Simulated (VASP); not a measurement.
Set up this calculation in VASP 6.6.1, as the native input.

| Item | Value |
| --- | --- |
| Task | relaxation of cell and atoms |
| Functional | PBE |
| Dispersion | D4 |
| Potentials or basis | VASP PAW PBE potentials, release 64 (K_sv, Mg, F) |
| Cutoff | 600 eV |
| k mesh | 6 × 6 × 6 |
| Occupations | gaussian, width 0.01 eV |
| Spin | no spin polarisation |
| Dipole correction | no |
| Further INCAR settings | ALGO = Normal; EDIFF = 1e-06; IBRION = 2; EDIFFG = -0.01; NSW = 80; ISIF = 3 |

The structure of KMgF3 lies in POSCAR:

```
KMgF3
1.0
    3.9859000000      0.0000000000      0.0000000000
    0.0000000000      3.9859000000      0.0000000000
    0.0000000000      0.0000000000      3.9859000000
K Mg F
1 1 3
Direct
    0.5000000000      0.5000000000      0.5000000000
    0.0000000000      0.0000000000      0.0000000000
    0.5000000000      0.0000000000      0.0000000000
    0.0000000000      0.5000000000      0.0000000000
    0.0000000000      0.0000000000      0.5000000000
```

These files were run (other wordings do the same):

INCAR

```
ALGO = Normal
EDIFF = 1E-6
EDIFFG = -0.01
ENCUT = 600
GGA = PE
IBRION = 2
ISIF = 3
ISMEAR = 0
IVDW = 13
LASPH = T
LCHARG = F
LREAL = F
LWAVE = F
NELM = 60
NSW = 80
PREC = Accurate
SIGMA = 0.01
```

KPOINTS

```
k-points
0
Gamma
  6 6 6
```

Potentials or basis: VASP PAW PBE potentials, release 64 (K_sv, Mg, F).

Run with:

```bash
$ cat potpaw_PBE.64/K_sv/POTCAR potpaw_PBE.64/Mg/POTCAR potpaw_PBE.64/F/POTCAR > POTCAR
$ mpirun -np 1 vasp_std > vasp.out
```

It gave:

```yaml
Relaxed_volume: 13.04 Å³/atom
Relaxed_cell: a = 4.025 Å, b = 4.025 Å, c = 4.025 Å, α = 90.00°, β = 90.00°, γ = 90.00°
Space_group_after_relaxing_to_0.1_Å: Pm-3m (No. 221)
Energy_gained_by_relaxing: 2.5 meV/atom
Ionic_steps: 3
Pressure_after_relaxing: 0.0 GPa
Band_gap_on_the_k_mesh: 7.09 eV (least direct gap 7.41 eV)
Dispersion_energy_per_atom: -0.086 eV
```

It took 27 s on 1 thread of AMD EPYC 9R45 96-Core Processor (Zen 5), with other jobs on the host, peak memory 0.17 GiB.
